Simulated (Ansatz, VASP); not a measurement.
# Two plane-wave programs on Al3Cu2

INCAR

```
SYSTEM = Al3Cu2
  ALGO = Normal
  EDIFF = 1E-6
  ENCUT = 520
  GGA = PS
  ISIF = 2
  ISMEAR = 0
  LASPH = .TRUE.
  LCHARG = .FALSE.
  LREAL = .FALSE.
  LWAVE = .FALSE.
  NBANDS = 24
  NELM = 80
  PREC = Accurate
  SIGMA = 0.1
```

The input KPOINTS:

```
k-points
0
G
  6 6 6
  0 0 0
```

POSCAR

```
Al3Cu2
1.0
    4.0919516368      0.0000000000      0.0000000000
   -2.0459758184      3.5437340685      0.0000000000
    0.0000000000      0.0000000000      4.9927787000
Al Cu
3 2
Direct
    0.0000000000      0.0000000000      0.0000000000
    0.3333333333      0.6666666667      0.3499253500
    0.6666666667      0.3333333333      0.6500746500
    0.3333333333      0.6666666667      0.8395121300
    0.6666666667      0.3333333333      0.1604878700
```

Input for Ansatz:

```yaml
crystal:
  lattice:
    - [4.0919516368, 0.0, 0.0]
    - [-2.0459758184, 3.5437340685, 0.0]
    - [0.0, 0.0, 4.9927787]
  atoms:
    - { symbol: Al, position: [0.0, 0.0, 0.0] }
    - { symbol: Al, position: [0.3333333333, 0.6666666667, 0.34992535] }
    - { symbol: Al, position: [0.6666666667, 0.3333333333, 0.65007465] }
    - { symbol: Cu, position: [0.3333333333, 0.6666666667, 0.83951213] }
    - { symbol: Cu, position: [0.6666666667, 0.3333333333, 0.16048787] }
basis:
  ecutwfc: 420
kpoints:
  mp_grid: { grid: [6, 6, 6] }
hamiltonian:
  xc: pbesol
scf:
  occupations: { method: gaussian, width: 0.1 }
output:
  forces: true
  stress: true
  eigenvalues: true
```

Alike in both runs: task single point; functional PBEsol; k mesh 6 × 6 × 6; occupations gaussian, width 0.1 eV; no spin polarisation.

```csv
,VASP,Ansatz
version,VASP 6.6.1,Ansatz 0.2.0
potentials or method,"VASP PAW PBE potentials, release 64 (Al, Cu), cutoff 520 eV","scalar-relativistic, plane waves, PAW"
valence electrons in the cell,31,47
```

```tsv
	VASP	Ansatz	Ansatz less VASP
gap on the k mesh at the Fermi level (eV)	none	none	-
pressure (GPa)	0.4	0.0	-0.42
traceless stress, the component that is largest in VASP (GPa)	0.18	0.14	-0.047
rms of the force components (eV/Å)	0.024	0.025	+0.0006
```

VASP's potentials were made for PBE, not for PBEsol. Atom by atom the forces differ by 0.002 eV/Å (rms over components). A gap of «none» marks a metal or a gap that the smearing closes. VASP's potentials hold 31 valence electrons a cell and Ansatz's 47, so a difference there can come from the potentials and not from the codes.
